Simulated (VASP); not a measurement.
# BeAl15HN16 (a cell with a defect) in VASP: single point with PBE

Aim: the single point of BeAl15HN16 (a cell with a defect) with PBE.

Everything below comes from runs of VASP 6.6.1. Logs are shortened: lines on timing, memory, paths and dates and some standing lists are left out, and cuts for length are marked.

### 1 The cell of the first run

The cell holds a defect, 33 atoms: a = 6.260 Å, b = 6.260 Å, c = 10.035 Å, α = 90.00°, β = 90.00°, γ = 120.00°.

### 2 Single point, PBE, collinear spin

File INCAR:

```
SYSTEM = BeAl15HN16
PREC     = Accurate       ! precision mode
ENCUT    = 520            ! plane-wave cutoff, eV
EDIFF    = 1E-6           ! SCF threshold, eV
ISMEAR   = 0              ! smearing method
SIGMA    = 0.01           ! smearing width, eV
LREAL    = Auto         
LASPH    = .TRUE.         ! aspherical terms in the spheres
NELM     = 200            ! most SCF steps
ALGO     = Normal         ! electronic algorithm
ISIF     = 2              ! what is computed and relaxed
LWAVE    = .FALSE.        ! write WAVECAR
LCHARG   = .TRUE.         ! write CHGCAR
ISPIN    = 2              ! spin polarisation
MAGMOM   = 0 0 0 0 0 0 0 0 0 0 0 0 0 0 0 0.02 0.07 0 0 0.01 0.1 0.04 0 0 0.1 0.04 0 0 0 0.03 0.01 0 0.44 ! initial moments
LORBIT   = 11             ! projections on sites
NUPDOWN  = 1.0            ! fixed moment
GGA      = PE             ! functional
LELF     = .TRUE.         ! ELF
LVHAR    = .TRUE.       
NBANDS   = 90             ! bands
NELECT   = 129.0        
GGA_COMPAT= .FALSE.      
ISYM     = -1
```

File KPOINTS:

```
explicit points
1
Reciprocal
  0.25000000   0.25000000   0.25000000 1
```

File POSCAR:

```
BeAl15HN16
1.0
    6.2595139102      0.0000000601      0.0000000000
   -3.1297570100      5.4208980298      0.0000000000
    0.0000000000      0.0000000000     10.0348065900
Al Be N H
15 1 16 1
Direct
    0.3325390676      0.1683729846      0.2569657944
    0.3299243013      0.1710459785      0.7470723124
    0.1650445732      0.3358993095      1.0018462426
    0.3319093499      0.6692963003      0.2567052267
    0.1655558387      0.8362892221      0.5010642040
    0.3295589138      0.6641853213      0.7468855355
    0.1657412414      0.8364070713      1.0000030898
    0.8316912387      0.1691156652      0.2567415083
    0.6645900594      0.3353729230      0.5010549319
    0.8367192111      0.1713449228      0.7468551005
    0.6645469593      0.3351819804      0.9999756037
    0.8318185308      0.6691751152      0.2509152388
    0.6644219617      0.8365424574      0.5011473567
    0.8318810707      0.6689900740      0.7502230302
    0.6646511043      0.8362877667      1.0001039250
    0.1668685813      0.3339623874      0.5075366305
    0.3240051496      0.1767852403      0.4469145744
    0.1666544748      0.3342848172      0.1908621632
    0.3303002647      0.1706161568      0.9391253071
    0.1666553887      0.3342277644      0.6865832358
    0.3226125144      0.6564903744      0.4468899391
    0.1632507973      0.8327721049      0.1888583566
    0.3301873193      0.6698344301      0.9391055267
    0.1656684599      0.8340488583      0.6916300351
    0.8445044811      0.1784194768      0.4469421353
    0.6680317207      0.3376405804      0.1888547865
    0.8310517349      0.1706402881      0.9390869830
    0.6668550589      0.3351878083      0.6916136339
    0.8302183515      0.6706782934      0.4405740723
    0.6677902623      0.8333100859      0.1891241914
    0.8304934088      0.6703380396      0.9398988424
    0.6666990001      0.8341204220      0.6915806783
    0.5013453543     -0.0001728643      0.3452565642
```

Potentials or basis: VASP PAW PBE potentials, release 64 (Al, Be, N, H).

Run with:

```
$ cat potpaw_PBE.64/Al/POTCAR potpaw_PBE.64/Be/POTCAR potpaw_PBE.64/N/POTCAR potpaw_PBE.64/H/POTCAR > POTCAR
$ mpirun -np 1 vasp_std > vasp.out
```

OUTCAR:

```text
SYSTEM = BeAl15HN16
   PREC = Accurate
   ENCUT = 520
   EDIFF = 1E-6
   ISMEAR = 0
   LREAL = Auto
   LASPH = .TRUE.
   NELM = 200
   ISIF = 2
   ISPIN = 2
   LORBIT = 11
   NUPDOWN = 1.0
   GGA = PE
   NELECT = 129.0
   ISYM = -1

 ion  position               nearest neighbor table
   1  0.333  0.168  0.257-  17 1.91  18 1.92  26 1.94  22 1.94  33 2.03   9 3.04   5 3.04   4 3.12
                             8 3.12  12 3.13  12 3.13   8 3.14   4 3.14   3 3.14   7 3.14  11 3.14
   2  0.330  0.171  0.747-  20 1.87  28 1.91  24 1.91  19 1.93   9 3.06   5 3.06   6 3.09  10 3.09
                             3 3.12  11 3.12   7 3.12  14 3.13  14 3.13  10 3.17   6 3.17
   3  0.165  0.336  0.002-  18 1.90  19 1.90  23 1.92  27 1.92   6 3.12  10 3.12   2 3.12   7 3.13
                            11 3.13  15 3.13  15 3.13  11 3.13   7 3.13   4 3.13   8 3.13   1 3.14
   4  0.332  0.669  0.257-  21 1.91  22 1.92  18 1.93  30 1.94  33 2.00  13 3.04   5 3.05   1 3.12
                             8 3.13  12 3.13  12 3.13   8 3.13   3 3.13   1 3.14  15 3.14   7 3.15
   5  0.166  0.836  0.501-  21 1.91  24 1.91  29 1.92  17 1.93   1 3.04   4 3.05   2 3.06   6 3.07
                            14 3.09  12 3.09  13 3.12   9 3.12   9 3.14  13 3.14
   6  0.330  0.664  0.747-  20 1.89  24 1.89  32 1.91  23 1.93  13 3.06   5 3.07  10 3.08   2 3.09
                             3 3.12  15 3.12   7 3.13  14 3.13  14 3.13   2 3.17  10 3.17
   7  0.166  0.836  0.000-  22 1.90  23 1.90  19 1.91  31 1.91  14 3.09  12 3.10   2 3.12  11 3.12
                            15 3.12   6 3.13   3 3.13   3 3.13  15 3.14  11 3.14   1 3.14   4 3.15
   8  0.832  0.169  0.257-  25 1.91  26 1.93  18 1.93  30 1.94  33 2.00  13 3.04   9 3.05   1 3.12
                             4 3.13  12 3.13  12 3.13   4 3.13   3 3.13   1 3.14  15 3.14  11 3.15
   9  0.665  0.335  0.501-  25 1.91  28 1.91  29 1.92  17 1.93   1 3.04   8 3.05   2 3.06  10 3.07
[... 15 lines left out ...]
  18  0.167  0.334  0.191-   3 1.90   1 1.92   8 1.93   4 1.93
  19  0.330  0.171  0.939-   3 1.90   7 1.91  11 1.91   2 1.93
  20  0.167  0.334  0.687-  16 1.80   2 1.87  10 1.89   6 1.89
  21  0.323  0.656  0.447-  16 1.85   5 1.91   4 1.91  13 1.93
[... 9 lines left out ...]
  31  0.830  0.670  0.940-  15 1.90  14 1.90  11 1.91   7 1.91
  32  0.667  0.834  0.692-  14 1.88   6 1.91  10 1.91  13 1.91
  33  0.501  1.000  0.345-   8 2.00   4 2.00   1 2.03

IMPORTANT INFORMATION: All symmetrisations will be switched off!
NOSYMM: (Re-)initialisation of all symmetry stuff for point group C_1.

----------------------------------------------------------------------------------------

                                     Primitive cell

  volume of cell :     340.5029

  direct lattice vectors                    reciprocal lattice vectors
     6.259513910  0.000000060  0.000000000     0.159756813  0.092235641  0.000000000
    -3.129757010  5.420898030  0.000000000    -0.000000002  0.184471279  0.000000000
     0.000000000  0.000000000 10.034806590     0.000000000  0.000000000  0.099653141

  length of vectors
     6.259513910  6.259513910 10.034806590     0.184471279  0.184471279  0.099653141

[... 154 lines left out ...]
 Fermi energy:         6.9396095855

 spin component 1

 k-point     1 :       0.2500    0.2500    0.2500
  band No.  band energies     occupation
      1      -8.7941      1.00000
      2      -8.3531      1.00000
      3      -8.2055      1.00000
      4      -8.0968      1.00000
      5      -7.8386      1.00000
      6      -7.6878      1.00000
[... 68 lines left out ...]
     75      12.6469      0.00000
     76      12.9165      0.00000
 Fermi energy:         5.6202722257

 spin component 2

 k-point     1 :       0.2500    0.2500    0.2500
  band No.  band energies     occupation
      1      -8.7709      1.00000
      2      -8.3165      1.00000
      3      -8.1807      1.00000
      4      -8.0814      1.00000
      5      -7.8006      1.00000
      6      -7.6583      1.00000
[... 68 lines left out ...]
     75      12.6700      0.00000
     76      12.9454      0.00000
 [bands above 76 left out]

------------------------ aborting loop because EDIFF is reached ----------------------------------------

  FORCE on cell =-STRESS in cart. coord.  units (eV):
  Direction    XX          YY          ZZ          XY          YZ          ZX
  --------------------------------------------------------------------------------------
  -------------------------------------------------------------------------------------
  Total        6.1574367     -3.7733421     12.9058070     -8.6272888      0.2018676      0.2114042
  in kB       28.9727474    -17.7548052     60.7260304    -40.5942070      0.9498528      0.9947255
  external PRESSURE =      23.9813242 kB  Pullay stress =       0.0000000 kB

 VOLUME and BASIS-vectors are now :
 -----------------------------------------------------------------------------
  energy-cutoff  :      520.00
  volume of cell :      340.50
      direct lattice vectors                 reciprocal lattice vectors
     6.259513910  0.000000060  0.000000000     0.159756813  0.092235641  0.000000000
    -3.129757010  5.420898030  0.000000000    -0.000000002  0.184471279  0.000000000
     0.000000000  0.000000000 10.034806590     0.000000000  0.000000000  0.099653141

 POSITION                                       TOTAL-FORCE (eV/Angst)
 -----------------------------------------------------------------------------------
      1.55457      0.91273      2.57860        -0.008219      0.003971      0.001362
      1.52983      0.92722      7.49673         0.000615      0.001034      0.001705
     -0.01818      1.82088      0.01853         0.002234     -0.000716      0.002057
     -0.01714      3.62819      2.57599        -0.005203      0.009755      0.004120
     -1.58108      4.53344      5.02808        -0.000873      0.001208      0.001958
     -0.01586      3.60048      7.49485        -0.002474     -0.000135      0.001326
[... 25 lines left out ...]
      1.56262      4.52168      6.93988         0.001427      0.000322      0.001282
      0.00896      5.41996      3.46458         0.005375     -0.004842     -0.002249
 -----------------------------------------------------------------------------------
    total drift:                               -0.018934      0.003056      0.009075

  FREE ENERGIE OF THE ION-ELECTRON SYSTEM (eV)
  ---------------------------------------------------
  free  energy   TOTEN  =      -233.0519356034 eV

  energy  without entropy=     -233.0519356034  energy(sigma->0) =     -233.05193560

 total charge

# of ion       s       p       d       tot
------------------------------------------
    1        0.369   0.421   0.000   0.790
    2        0.377   0.434   0.000   0.811
    3        0.376   0.433   0.000   0.809
    4        0.369   0.422   0.000   0.791
    5        0.377   0.428   0.000   0.805
    6        0.377   0.433   0.000   0.810
[... 25 lines left out ...]
   32        1.230   2.621   0.000   3.851
   33        0.496   0.015   0.000   0.511
--------------------------------------------------
tot         26.212  48.726   0.000  74.939

 magnetization (x)

# of ion       s       p       d       tot
------------------------------------------
    1       -0.000  -0.001   0.000  -0.001
    2       -0.000   0.000   0.000  -0.000
    3       -0.000  -0.000   0.000  -0.000
    4       -0.001  -0.001   0.000  -0.002
    5       -0.000   0.000   0.000   0.000
    6        0.000   0.001   0.000   0.001
[... 25 lines left out ...]
   32       -0.000  -0.000   0.000  -0.001
   33        0.242   0.002   0.000   0.244
--------------------------------------------------
tot          0.261   0.382   0.000   0.643
```

OSZICAR:

```text
N       E                     dE             d eps       ncg     rms          rms(c)
DAV:   1     0.535674599171E+03    0.53567E+03   -0.59665E+04   360   0.129E+03
DAV:   2    -0.213245791984E+03   -0.74892E+03   -0.71764E+03   460   0.265E+02
DAV:   3    -0.267481833067E+03   -0.54236E+02   -0.53794E+02   448   0.769E+01
DAV:   4    -0.268391246026E+03   -0.90941E+00   -0.90600E+00   448   0.115E+01
DAV:   5    -0.268413047982E+03   -0.21802E-01   -0.21775E-01   456   0.163E+00    0.333E+01
DAV:   6    -0.232964617412E+03    0.35448E+02   -0.14513E+02   432   0.333E+01    0.117E+01
DAV:   7    -0.233176321444E+03   -0.21170E+00   -0.49471E+00   416   0.671E+00    0.802E+00
DAV:   8    -0.233056819405E+03    0.11950E+00   -0.52842E-01   440   0.291E+00    0.136E+00
DAV:   9    -0.233047869059E+03    0.89503E-02   -0.11604E-01   456   0.114E+00    0.689E-01
DAV:  10    -0.233049682416E+03   -0.18134E-02   -0.12386E-02   432   0.397E-01    0.432E-01
DAV:  11    -0.233051535629E+03   -0.18532E-02   -0.35726E-03   432   0.220E-01    0.159E-01
DAV:  12    -0.233051919418E+03   -0.38379E-03   -0.58565E-04   456   0.116E-01    0.619E-02
DAV:  13    -0.233051921688E+03   -0.22699E-05   -0.32491E-04   448   0.696E-02    0.304E-02
DAV:  14    -0.233051931982E+03   -0.10294E-04   -0.59422E-05   416   0.298E-02    0.140E-02
DAV:  15    -0.233051934267E+03   -0.22854E-05   -0.80507E-06   432   0.112E-02    0.613E-03
DAV:  16    -0.233051935459E+03   -0.11923E-05   -0.26551E-06   368   0.617E-03    0.239E-03
DAV:  17    -0.233051935603E+03   -0.14401E-06   -0.33031E-07   240   0.247E-03
   1 F= -.23305194E+03 E0= -.23305194E+03  d E =-.841389E-13  mag=     1.0000
```

Run time: 1.7 min. Hardware: 1 thread of AMD EPYC 9R45 (Zen 5), shared host; peak memory 0.56 GiB.

Results:

```
Free energy                                           : -233.0519 eV
Largest force                                         : 0.024 eV/Å
Net moment                                            : 1.00 μB per cell
Site moments                                          : Al -0.00, +0.00 (each value once); Be +0.04; N +0.06, +0.00, -0.00, +0.01, +0.09, +0.04, +0.03 (each value once); H +0.24 μB
Valence electrons inside the program's atomic spheres : Al 0.79, 0.81, 0.82, 0.80 (each value once); Be 1.03; N 3.79, 3.83, 3.84, 3.85 (each value once); H 0.51
```

Forces in eV/Å, atoms in the order of the input:
```
Al  -0.008  0.004  0.001
Al   0.001  0.001  0.002
Al   0.002 -0.001  0.002
Al  -0.005  0.010  0.004
Al  -0.001  0.001  0.002
Al  -0.002  0.000  0.001
Al  -0.001 -0.002  0.001
Al  -0.010  0.000  0.003
Al  -0.003  0.000  0.002
Al  -0.001  0.002  0.002
Al   0.000  0.000  0.002
Al   0.002 -0.002  0.003
Al  -0.005  0.001  0.005
Al   0.002 -0.003  0.005
Al   0.001 -0.004  0.002
Be   0.000  0.000 -0.004
N    0.019 -0.011 -0.011
N    0.004 -0.001 -0.004
N    0.000  0.001 -0.001
N    0.001 -0.001  0.022
N    0.002  0.015 -0.012
N    0.002  0.001  0.001
N    0.001  0.001 -0.003
N    0.000  0.000 -0.001
N   -0.011 -0.008 -0.012
N    0.000 -0.001  0.001
N    0.000  0.001 -0.004
N    0.001  0.000 -0.002
N    0.002 -0.001 -0.005
N    0.002 -0.001 -0.003
N    0.000  0.001 -0.002
N    0.001  0.000  0.001
H    0.005 -0.005 -0.002
```

Caveat: the cell carries a net charge on a neutralising background, which shifts energy and pressure; the cell is charged against a uniform background, so pressure and absolute levels hang on convention; the total moment is fixed, so each spin has its own Fermi level and the state may be an excited one.
